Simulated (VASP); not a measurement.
# ZnS (P1) in VASP: single point with r2SCAN

Aim: the single point of ZnS with r2SCAN.

Program: VASP 6.6.1. These are calculated values, not measurements. Logs are shortened: lines on timing, memory, paths and dates and some standing lists are left out, and cuts for length are marked.

### Step 1. The cell of the first run

The typed cell holds 4 atoms: a = 3.900 Å, b = 3.868 Å, c = 6.545 Å, α = 87.62°, β = 89.53°, γ = 121.47°.

### Step 2. Single point, r2SCAN (atoms moved at random and the cell strained at random)

Contents of POSCAR:

```
ZnS
1.0
    3.8998830775     -0.0405193013      0.0166851625
   -1.9850322830      3.3184132642      0.0819552955
    0.0273755512      0.1710721596      6.5424053846
Zn S
2 2
Direct
    0.3227201046      0.6655436936      0.0034528904
    0.6725640228      0.3370853312      0.5063491648
    0.3388568998      0.6521334428      0.3764431637
    0.6658589729      0.3452375324      0.8837547812
```

Contents of INCAR.step1:

```
SYSTEM = ZnS
PREC     = Accurate       ! precision mode
ENCUT    = 520            ! plane-wave cutoff, eV
ISMEAR   = 0              ! smearing method
SIGMA    = 0.05           ! smearing width, eV
LREAL    = .False.        ! projectors in reciprocal space
LASPH    = .True.         ! aspherical terms in the spheres
NELM     = 60             ! most SCF steps
NBANDS   = 26             ! bands
GGA      = PE             ! functional
ALGO     = Normal         ! electronic algorithm
EDIFF    = 1E-4           ! SCF threshold, eV
LWAVE    = .True.         ! write WAVECAR
LCHARG   = .False.        ! write CHGCAR
```

Contents of INCAR.step2:

```
SYSTEM = ZnS
PREC     = Accurate       ! precision mode
ENCUT    = 520            ! plane-wave cutoff, eV
EDIFF    = 1E-6           ! SCF threshold, eV
ISMEAR   = 0              ! smearing method
SIGMA    = 0.05           ! smearing width, eV
LREAL    = .False.        ! projectors in reciprocal space
LASPH    = .True.         ! aspherical terms in the spheres
NELM     = 60             ! most SCF steps
ALGO     = Normal         ! electronic algorithm
ISIF     = 2              ! what is computed and relaxed
LWAVE    = .False.        ! write WAVECAR
LCHARG   = .False.        ! write CHGCAR
METAGGA  = R2SCAN         ! meta-GGA
LMIXTAU  = .True.       
NBANDS   = 26             ! bands
ISTART   = 1
```

Contents of KPOINTS:

```
Automatic mesh
0
Gamma
  6 6 4
  0 0 0
```

Potentials or basis: VASP PAW PBE potentials, release 64 (Zn, S).

Run with:

```console
cat potpaw_PBE.64/Zn/POTCAR potpaw_PBE.64/S/POTCAR > POTCAR
cp INCAR.step1 INCAR
mpirun -np 1 vasp_std > vasp.out
cp INCAR.step2 INCAR
mpirun -np 1 vasp_std > vasp.out
```

OUTCAR:

```text
SYSTEM = ZnS
   PREC = Accurate
   ENCUT = 520
   EDIFF = 1E-6
   ISMEAR = 0
   LREAL = .False.
   LASPH = .True.
   NELM = 60
   ISIF = 2
   METAGGA = R2SCAN
   ISTART = 1

 ion  position               nearest neighbor table
   1  0.323  0.666  0.003-   4 2.34   4 2.35   4 2.39   3 2.44
   2  0.673  0.337  0.506-   3 2.34   3 2.35   3 2.46   4 2.47
   3  0.339  0.652  0.376-   2 2.34   2 2.35   1 2.44   2 2.46
   4  0.666  0.345  0.884-   1 2.34   1 2.35   1 2.39   2 2.47

  LATTYP: Found a triclinic cell.
 ALAT       =     3.7974955348
 B/A-ratio  =     1.0270266869
 C/A-ratio  =     1.7234250341
 COS(alpha) =     0.0081876363
 COS(beta)  =     0.0506377027
 COS(gamma) =     0.4953520399

  Lattice vectors:

 A1 = (  -1.9148507945,  -3.2778939629,  -0.0986404580)
 A2 = (  -3.8998830775,   0.0405193013,  -0.0166851625)
 A3 = (  -0.0273755512,  -0.1710721596,  -6.5424053846)

Analysis of symmetry for initial positions (statically):
=====================================================================
 Subroutine PRICEL returns:
 Original cell was already a primitive cell.

 Routine SETGRP: Setting up the symmetry group for a
 triclinic supercell.

 Subroutine GETGRP returns: Found  1 space group operations
 (whereof  1 operations were pure point group operations)
 out of a pool of  2 trial point group operations.

The static configuration has the point symmetry C_1 .

Analysis of symmetry for dynamics (positions and initial velocities):
=====================================================================
 Subroutine PRICEL returns:
 Original cell was already a primitive cell.

 Routine SETGRP: Setting up the symmetry group for a
 triclinic supercell.

 Subroutine GETGRP returns: Found  1 space group operations
 (whereof  1 operations were pure point group operations)
 out of a pool of  2 trial point group operations.

The dynamic configuration has the point symmetry C_1 .

 Subroutine INISYM returns: Found  1 space group operations
 (whereof  1 operations are pure point group operations),
 and found     1 'primitive' translations

----------------------------------------------------------------------------------------

                                     Primitive cell

  volume of cell :      84.0799

  direct lattice vectors                    reciprocal lattice vectors
     3.899883078 -0.040519301  0.016685162     0.258044932  0.154485602 -0.005119265
    -1.985032283  3.318413264  0.081955295     0.003186828  0.303451457 -0.007948046
     0.027375551  0.171072160  6.542405385    -0.000698015 -0.004195257  0.152961601

  length of vectors
     3.900129258  3.867678429  6.544698872     0.300797598  0.303572255  0.153020713

  position of ions in fractional coordinates (direct lattice)
     0.322720105  0.665543694  0.003452890
     0.672564023  0.337085331  0.506349165
     0.338856900  0.652133443  0.376443164
     0.665858973  0.345237532  0.883754781

  ion indices of the primitive-cell ions
   primitive index   ion index
                 1           1
                 2           2
                 3           3
                 4           4

----------------------------------------------------------------------------------------

 KPOINTS: Automatic mesh

Automatic generation of k-mesh.
 Grid dimensions read from file:
 generate k-points for:    6    6    4

 Generating k-lattice:

  Cartesian coordinates                     Fractional coordinates (reciprocal lattice)
     0.043007489  0.025747600 -0.000853211     0.166666667  0.000000000  0.000000000
     0.000531138  0.050575243 -0.001324674     0.000000000  0.166666667  0.000000000
    -0.000174504 -0.001048814  0.038240400     0.000000000 -0.000000000  0.250000000

  Length of vectors
     0.050132933  0.050595376  0.038255178

  Shift w.r.t. Gamma in fractional coordinates (k-lattice)
     0.000000000  0.000000000  0.000000000

 Subroutine IBZKPT returns following result:
 ===========================================

 Found     76 irreducible k-points:

 Following reciprocal coordinates:
            Coordinates               Weight
  0.000000  0.000000  0.000000      1.000000
  0.166667  0.000000  0.000000      2.000000
  0.333333  0.000000 -0.000000      2.000000
  0.500000  0.000000  0.000000      1.000000
  0.000000  0.166667 -0.000000      2.000000
  0.166667  0.166667 -0.000000      2.000000
[... 16 lines left out ...]
  0.333333  0.000000  0.250000      2.000000
  0.500000  0.000000  0.250000      2.000000
 [... further k-points ...]
   k-points           NKPTS =     76   k-points in BZ     NKDIM =     76   number of bands    NBANDS=     26
   number of dos      NEDOS =    301   number of ions     NIONS =      4
   total plane-waves  NPLWV =  45000
   dimension x,y,z NGX =    30 NGY =   30 NGZ =   50
   dimension x,y,z NGXF=    60 NGYF=   60 NGZF=  100
   ions per type =               2   2
   NGX,Y,Z   is equivalent  to a cutoff of  12.79, 12.90, 12.70 a.u.
   NGXF,Y,Z  is equivalent  to a cutoff of  25.58, 25.79, 25.40 a.u.
 SYSTEM =  ZnS
   PREC   = accura    normal or accurate (medium, high low for compatibility)
   ISTART =      1    job   : 0-new  1-cont  2-samecut
   ICHARG =      0    charge: 1-file 2-atom 10-const
   ISPIN  =      1    spin polarized calculation?
   LNONCOLLINEAR =      F non collinear calculations
   LSORBIT =      F    spin-orbit coupling
   LASPH  =      T    aspherical Exc in radial PAW
   ENCUT  =  520.0 eV  38.22 Ry    6.18 a.u.   7.25  7.19 12.17*2*pi/ulx,y,z
   NELM   =     60;   NELMIN=  2; NELMDL=  0     # of ELM steps
   EDIFF  = 0.1E-05   stopping-criterion for ELM
   LREAL  =      F    real-space projection
   EDIFFG = 0.1E-04   stopping-criterion for IOM
   NSW    =      0    number of steps for IOM
   IBRION =     -1    ionic relax: 0-MD 1-quasi-New 2-CG
   NFREE  =      0    steps in history (QN), initial steepest desc. (CG)
   ISIF   =      2    stress and relaxation
   ISYM   =      2    0-nonsym 1-usesym 2-fastsym
   POTIM  = 0.5000    time-step for ionic-motion
   TEBEG  =    0.0;   TEEND  =   0.0 temperature during run
   PSTRESS=    0.0 pullay stress
   NELECT =      36.0000    total number of electrons
   NUPDOWN=      -1.0000    fix difference up-down
   EMIN   =  10.00;   EMAX   =-10.00  energy-range for DOS
   EFERMI =   0.00;   METHOD = LEGACY
   ISMEAR =     0;   SIGMA  =   0.05  broadening in eV -4-tet -1-fermi 0-gaus
   EFERMI_NEDOS =   21; number of points for ismear=-14 and -15
   IALGO  =     38    algorithm
   IMIX   =      4    mixing-type and parameters
     AMIX     =   0.40;   BMIX     =  1.00
     AMIX_MAG =   1.60;   BMIX_MAG =  1.00
  volume/ion in A,a.u.               =      21.02       141.85
  Fermi-wavevector in a.u.,A,eV,Ry     =   1.233895  2.331724 20.714838  1.522498
  Thomas-Fermi vector in A             =   2.368607
   LORBIT       =      0    0 simple, 1 ext, 2 COOP (PROOUT), +10 PAW based schemes
   METAGGA = R2SCAN    functional components
   LHFCALC =     F    Hartree Fock is set to
   AEXX    =    0.0000 exact exchange contribution
   IVDW    =     0    specifies the selected vdW correction
   LEPSILON=     F    determine dielectric tensor
   LRPA    =     F    only Hartree local field effects (RPA)
 non-spin polarized calculation
 Gauss-broadening in eV      SIGMA  =   0.05
  energy-cutoff  :      520.00
  volume of cell :       84.08
 maximum number of plane-waves:      2280
 NGX is ok and might be reduce to    30
   NGX = 15   NGY = 15   NGZ = 25

 number of electron      36.0000002 magnetization

 Free energy of the ion-electron system (eV)
  ---------------------------------------------------
  ext. energy  EPLUGINS =         0.00000000
  ---------------------------------------------------
  free energy    TOTEN  =       -37.55467210 eV

  energy without entropy =      -37.55467210  energy(sigma->0) =      -37.55467210

 E-fermi :   1.6421     XC(G=0):  -9.9616

 val. band max:        1.4151389720   @ k =   0.0000   0.0000   0.0000
 cond. band min:       3.6680949208   @ k =   0.0000   0.0000   0.0000
 fundamental gap:      2.2529559488
 Fermi energy:         1.6421499545

 k-point     1 :       0.0000    0.0000    0.0000
  band No.  band energies     occupation
      1     -11.9896      2.00000
      2     -11.2181      2.00000
      3      -5.0385      2.00000
      4      -5.0252      2.00000
      5      -4.9953      2.00000
      6      -4.9574      2.00000
[... 18 lines left out ...]
     25       9.5946      0.00000
     26      10.6060      0.00000

 k-point     2 :       0.1667    0.0000    0.0000
  band No.  band energies     occupation
      1     -11.8148      2.00000
      2     -11.1126      2.00000
      3      -5.0338      2.00000
      4      -4.9880      2.00000
      5      -4.9638      2.00000
      6      -4.9186      2.00000
[... 18 lines left out ...]
     25       9.8486      0.00000
     26      10.3029      0.00000

 k-point     3 :       0.3333    0.0000   -0.0000
  band No.  band energies     occupation
      1     -11.4031      2.00000
      2     -10.9130      2.00000
      3      -4.9854      2.00000
      4      -4.9191      2.00000
      5      -4.9023      2.00000
      6      -4.8040      2.00000
[... 18 lines left out ...]
     25      10.4470      0.00000
     26      11.3788      0.00000

 k-point     4 :       0.5000    0.0000    0.0000
  band No.  band energies     occupation
      1     -11.1314      2.00000
      2     -10.8483      2.00000
      3      -4.9544      2.00000
      4      -4.8970      2.00000
      5      -4.7766      2.00000
      6      -4.7431      2.00000
[... 18 lines left out ...]
     25      10.6959      0.00000
     26      13.1726      0.00000

 k-point     5 :       0.0000    0.1667   -0.0000
  band No.  band energies     occupation
      1     -11.8135      2.00000
      2     -11.1113      2.00000
      3      -5.0250      2.00000
      4      -5.0004      2.00000
      5      -4.9659      2.00000
      6      -4.9135      2.00000
[... 18 lines left out ...]
     25       9.9559      0.00000
     26      10.3592      0.00000

 k-point     6 :       0.1667    0.1667   -0.0000
  band No.  band energies     occupation
      1     -11.5116      2.00000
      2     -10.9521      2.00000
      3      -4.9872      2.00000
      4      -4.9527      2.00000
      5      -4.9127      2.00000
      6      -4.8583      2.00000
[... 427 lines left out ...]
 k-point    21 :       0.0000   -0.0000    0.2500
  band No.  band energies     occupation
      1     -11.8928      2.00000
      2     -11.3431      2.00000
      3      -5.0326      2.00000
      4      -5.0240      2.00000
      5      -4.9901      2.00000
      6      -4.9667      2.00000
[... 18 lines left out ...]
     25       9.2901      0.00000
     26       9.8090      0.00000

 k-point    22 :       0.1667    0.0000    0.2500
  band No.  band energies     occupation
      1     -11.7333      2.00000
      2     -11.2139      2.00000
      3      -5.0293      2.00000
      4      -4.9866      2.00000
      5      -4.9660      2.00000
      6      -4.9225      2.00000
[... 18 lines left out ...]
     25       9.9064      0.00000
     26      10.0381      0.00000

 k-point    23 :       0.3333    0.0000    0.2500
  band No.  band energies     occupation
      1     -11.3507      2.00000
      2     -10.9690      2.00000
      3      -4.9753      2.00000
      4      -4.9281      2.00000
      5      -4.9050      2.00000
      6      -4.8153      2.00000
[... 18 lines left out ...]
     25      10.5088      0.00000
     26      11.3925      0.00000

 k-point    24 :       0.5000    0.0000    0.2500
  band No.  band energies     occupation
      1     -11.0965      2.00000
      2     -10.8784      2.00000
      3      -4.9579      2.00000
      4      -4.8787      2.00000
      5      -4.8464      2.00000
      6      -4.7646      2.00000
[... 18 lines left out ...]
     25      11.3215      0.00000
     26      12.3223      0.00000

 [... further k-points ...]

------------------------ aborting loop because EDIFF is reached ----------------------------------------

  FORCE on cell =-STRESS in cart. coord.  units (eV):
  Direction    XX          YY          ZZ          XY          YZ          ZX
  --------------------------------------------------------------------------------------
  -------------------------------------------------------------------------------------
  Total       -1.8846441     -1.4587390     -3.7275597      0.3627019     -0.8820362      0.0027378
  in kB      -35.9126857    -27.7968850    -71.0302199      6.9114366    -16.8075711      0.0521708
  external PRESSURE =     -44.9132635 kB  Pullay stress =       0.0000000 kB

 VOLUME and BASIS-vectors are now :
 -----------------------------------------------------------------------------
  energy-cutoff  :      520.00
  volume of cell :       84.08
      direct lattice vectors                 reciprocal lattice vectors
     3.899883078 -0.040519301  0.016685162     0.258044932  0.154485602 -0.005119265
    -1.985032283  3.318413264  0.081955295     0.003186828  0.303451457 -0.007948046
     0.027375551  0.171072160  6.542405385    -0.000698015 -0.004195257  0.152961601

 POSITION                                       TOTAL-FORCE (eV/Angst)
 -----------------------------------------------------------------------------------
     -0.06246      2.19606      0.08252         0.141390     -0.038394      0.205027
      1.96766      1.17796      3.35159         0.060545     -0.256747      0.050134
      0.03730      2.21472      2.52194        -0.127794      0.286695      0.106010
      1.93566      1.26985      5.82129        -0.074140      0.008446     -0.361171
 -----------------------------------------------------------------------------------
    total drift:                               -0.004697      0.011915      0.024106

  FREE ENERGIE OF THE ION-ELECTRON SYSTEM (eV)
  ---------------------------------------------------
  free  energy   TOTEN  =       -37.5546721035 eV

  energy  without entropy=      -37.5546721035  energy(sigma->0) =      -37.55467210
```

Wall time 8.3 min (1 thread of Intel Xeon 6975P-C, shared host); peak memory 0.3 GiB.

Results:

```yaml
Free_energy: -37.5547 eV
Pressure: -4.5 GPa
Largest_force: 0.369 eV/Å
Band_gap_on_the_k_mesh: 2.25 eV, direct
```

Forces in eV/Å, atoms in the order of the input:
```
Zn   0.141 -0.038  0.205
Zn   0.061 -0.257  0.050
S   -0.128  0.287  0.106
S   -0.074  0.008 -0.361
```

Stress tensor (GPa, compression positive):
```
-3.59  0.69  0.01
 0.69 -2.78 -1.68
 0.01 -1.68 -7.10
```

Levels at points of the mesh, in eV from the valence-band top:
```csv
k point,band 15,band 16,band 17,band 18,band 19,band 20,band 21,band 22
"(0.00, 0.00, 0.00)",-0.69,-0.30,-0.19,0.00,2.25,3.56,6.67,6.70
"(0.50, 0.00, 0.00)",-3.08,-2.10,-1.64,-0.99,4.08,4.28,5.19,7.21
"(0.00, 0.50, 0.00)",-3.11,-2.22,-1.51,-1.08,3.86,4.12,5.01,7.19
"(0.50, 0.50, 0.00)",-3.10,-1.93,-1.75,-0.84,4.32,4.54,5.52,6.96
"(0.00, 0.00, 0.50)",-0.63,-0.56,-0.47,-0.24,3.79,3.88,6.61,6.97
"(0.50, 0.00, 0.50)",-1.86,-1.67,-1.62,-1.45,3.58,3.84,5.38,5.62
"(0.00, 0.50, 0.50)",-1.92,-1.73,-1.63,-1.53,3.59,3.80,5.15,5.69
"(0.50, 0.50, 0.50)",-1.80,-1.62,-1.48,-1.33,3.65,3.80,5.53,5.74
```

Caveat: the cell differs from its parent crystal (atoms moved at random and the cell strained at random); the PAW data sets were made with another functional, which shifts forces and pressure a little.
